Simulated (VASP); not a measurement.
Here is a VASP 6.6.1 calculation.

INCAR

```
  PREC = Accurate
  ENCUT = 520
  EDIFF = 1E-6
  ISMEAR = 0
  SIGMA = 0.15
  LREAL = False
  LASPH = True
  NELM = 80
  ALGO = Fast
  ISIF = 2
  LWAVE = False
  LCHARG = False
  GGA = PS
  NBANDS = 18
```

KPOINTS

```
regular mesh
0
Gamma
  16 16 16
```

The input POSCAR:

```
ZnAg
1.0
    3.1991191432      0.3846448237      0.3846448237
    0.3846448237      3.1991191432      0.3846448237
    0.3846448237      0.3846448237      3.1991191432
Zn Ag
1 1
Direct
    0.5000000000      0.5000000000      0.5000000000
    0.0000000000      0.0000000000      0.0000000000
```

Potentials or basis: VASP PAW PBE potentials, release 64 (Zn, Ag).

Run with:

```bash
$ cat potpaw_PBE.64/Zn/POTCAR potpaw_PBE.64/Ag/POTCAR > POTCAR
$ mpirun -np 1 vasp_std > vasp.out
```

**Question.** Predict the pressure.

**Answer.** 4.8 GPa.

Stress tensor (GPa, compression positive):
```
 4.76 -4.40 -4.40
-4.40  4.76 -4.40
-4.40 -4.40  4.76
```

Caveat: the PAW data sets were made with another functional, which shifts forces and pressure a little.
